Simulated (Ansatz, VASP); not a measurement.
Hg: VASP beside Ansatz

Contents of INCAR:

```
SYSTEM = Hg
PREC = Accurate ; ENCUT = 520
EDIFF = 1E-7 ; ISMEAR = -1
SIGMA = 0.08 ; LREAL = .FALSE.
LASPH = .TRUE. ; NELM = 60
ALGO = Normal ; ISIF = 2
LWAVE = .FALSE. ; LCHARG = .FALSE.
GGA = PS ; NBANDS = 12
```

The input KPOINTS:

```
regular mesh
0
G
  15 15 15
  0 0 0
```

Contents of POSCAR:

```
Hg
1.0
   -1.6557777246      1.6557777246      1.6557777246
    1.6557777246     -1.6557777246      1.6557777246
    1.6557777246      1.6557777246     -1.6557777246
Hg
1
Direct
    0.0000000000      0.0000000000      0.0000000000
```

Input for Ansatz:

```yaml
crystal:
  lattice:
    - [-1.6557777246, 1.6557777246, 1.6557777246]
    - [1.6557777246, -1.6557777246, 1.6557777246]
    - [1.6557777246, 1.6557777246, -1.6557777246]
  atoms:
    - { symbol: Hg, position: [0.0, 0.0, 0.0] }
kpoints:
  mp_grid: { grid: [15, 15, 15] }
scf:
  occupations: { method: fermi_dirac, width: 0.08 }
hamiltonian:
  xc: pbesol
  pseudopotentials: { kind: paw }
output:
  forces: true
  stress: true
  eigenvalues: true
  populations: true
  write_density: true
  write_potential: true
  elf: true
  volumetric_format: npy
```

Change from the starting cell: volume scaled by 0.76, PAW files.

Alike in both runs: task single point; functional PBEsol; k mesh 15 × 15 × 15; occupations fermi-dirac, width 0.08 eV; no spin polarisation.

|  | VASP | Ansatz |
| --- | --- | --- |
| version | VASP 6.6.1 | Ansatz 0.2.0 |
| potentials or method | VASP PAW PBE potentials, release 64 (Hg) | PAW with Ansatz's default frozen-core files, scalar-relativistic |
| plane-wave cutoff (eV) | 520 | 420 |
| valence electrons in the cell | 12 | 20 |

```tsv
	VASP	Ansatz	Ansatz less VASP
pressure (GPa)	27.8	26.3	-1.51
```

VASP's potentials were made for PBE, not for PBEsol. VASP's potentials hold 12 valence electrons a cell and Ansatz's 20, so a difference there can come from the potentials and not from the codes.

Spin-orbit coupling is off throughout.
